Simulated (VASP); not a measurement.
Wanted: the native input for a VASP 6.6.1 run.

```yaml
Task: single point
Functional: r2SCAN
Potentials_or_basis: VASP PAW PBE potentials, release 64 (Mg)
Cutoff: 520 eV
k_mesh: 14 × 14 × 14
Occupations: fermi-dirac, width 0.1 eV
Spin: no spin polarisation
Dipole_correction: no
Further_INCAR_settings: ALGO = Normal; EDIFF = 1e-06; NBANDS = 7
```

The system is Mg.

```
Mg
1.0
     0.00000    2.21734    2.21734
     2.21734    0.00000    2.21734
     2.21734    2.21734    0.00000
Mg
1
Direct
  0.00000 0.00000 0.00000
```

This isn't the form of Mg at room conditions, which is hcp.

One way to write it, as run:

POSCAR

```
Mg
1.0
    0.0000000000      2.2173443063      2.2173443063
    2.2173443063      0.0000000000      2.2173443063
    2.2173443063      2.2173443063      0.0000000000
Mg
1
Direct
    0.0000000000      0.0000000000      0.0000000000
```

INCAR.step1

```
PREC     = Accurate       # precision mode
ENCUT    = 520            # plane-wave cutoff, eV
ISMEAR   = -1             # smearing method
SIGMA    = 0.1            # smearing width, eV
LREAL    = F              # projectors in reciprocal space
LASPH    = T              # aspherical terms in the spheres
NELM     = 60             # most SCF steps
NBANDS   = 7              # bands
GGA      = PE             # functional
ALGO     = Normal         # electronic algorithm
EDIFF    = 1E-4           # SCF threshold, eV
LWAVE    = T              # write WAVECAR
LCHARG   = F              # write CHGCAR
```

INCAR.step2

```
PREC     = Accurate       # precision mode
ENCUT    = 520            # plane-wave cutoff, eV
EDIFF    = 1E-6           # SCF threshold, eV
ISMEAR   = -1             # smearing method
SIGMA    = 0.1            # smearing width, eV
LREAL    = F              # projectors in reciprocal space
LASPH    = T              # aspherical terms in the spheres
NELM     = 60             # most SCF steps
ALGO     = Normal         # electronic algorithm
ISIF     = 2              # what is computed and relaxed
LWAVE    = F              # write WAVECAR
LCHARG   = F              # write CHGCAR
METAGGA  = R2SCAN         # meta-GGA
LMIXTAU  = T            
NBANDS   = 7              # bands
ISTART   = 1
```

KPOINTS

```
regular mesh
0
Gamma
  14 14 14
```

Potentials or basis: VASP PAW PBE potentials, release 64 (Mg).

Command:

```console
$ cat potpaw_PBE.64/Mg/POTCAR > POTCAR
$ cp INCAR.step1 INCAR
$ mpirun -np 1 vasp_std > vasp.out
$ cp INCAR.step2 INCAR
$ mpirun -np 1 vasp_std > vasp.out
```

Results of the run:

```
Pressure               : 1.5 GPa
Band gap on the k mesh : zero (bands 1 and 2 overlap by 2.29 eV)
```

Caveat: the PAW data sets were made with another functional, which shifts forces and pressure a little.

Run time: 33 s on 1 thread of AMD EPYC 7R13 Processor (Zen 3), on a shared host, peak memory 0.12 GiB.
